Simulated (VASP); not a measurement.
Write the native input for VASP 6.6.1 that does the following.

- Task: single point
- Functional: PBE
- Dispersion: D3(BJ)
- Potentials or basis: VASP PAW PBE potentials, release 64 (S, Mo_sv)
- Cutoff: 520 eV
- k mesh: 12 × 12 × 1
- Occupations: gaussian, width 0.1 eV
- Spin: no spin polarisation
- Dipole correction: yes
- Further INCAR settings: ALGO = Normal; EDIFF = 1e-06; NBANDS = 35

The structure of MoS2 lies in POSCAR:

```
MoS2
1.0
    3.1346592680      0.0000000000      0.0000000000
   -1.5673296340      2.7146945583      0.0000000000
    0.0000000000      0.0000000000     23.9375765799
S Mo
4 2
Direct
    0.0000000000      0.0000000000      0.1879889547
    0.3333333333      0.6666666667      0.3224548761
    0.3333333333      0.8333333333      0.4828721175
    0.6666666667      1.5000000000      0.6173380388
    0.6666666667      0.3333333333      0.2552219154
    1.0000000000      1.1666666667      0.5501050781
```

This cell differs from its parent crystal: layers slid over each other.

These files were run (other wordings do the same):

INCAR

```
SYSTEM = MoS2
PREC = Accurate
ENCUT = 520
EDIFF = 1E-6
ISMEAR = 0
SIGMA = 0.1
LREAL = .False.
LASPH = .True.
NELM = 80
ALGO = Normal
ISIF = 2
LWAVE = .False.
LCHARG = .False.
LDIPOL = .True.
IDIPOL = 3
DIPOL = 0.5 0.5 0.403
GGA = PE
IVDW = 12
NBANDS = 35
```

KPOINTS

```
regular mesh
0
Gamma
  12 12 1
  0 0 0
```

Potentials or basis: VASP PAW PBE potentials, release 64 (S, Mo_sv).

The run is started by

```bash
$ cat potpaw_PBE.64/S/POTCAR potpaw_PBE.64/Mo_sv/POTCAR > POTCAR
$ mpirun -np 1 vasp_std > vasp.out
```

Results of the run:

The largest force is 0.046 eV/Å. The band gap on the k mesh is zero (bands 26 and 27 overlap by 0.46 eV) and the dispersion energy per atom is -0.351 eV.

Caveat: the cell differs from its parent crystal (layers slid over each other).

Wall time 7.6 min on 1 thread of Intel(R) Xeon(R) Platinum 8488C (Sapphire Rapids), with other jobs on the host, peak memory 0.59 GiB.
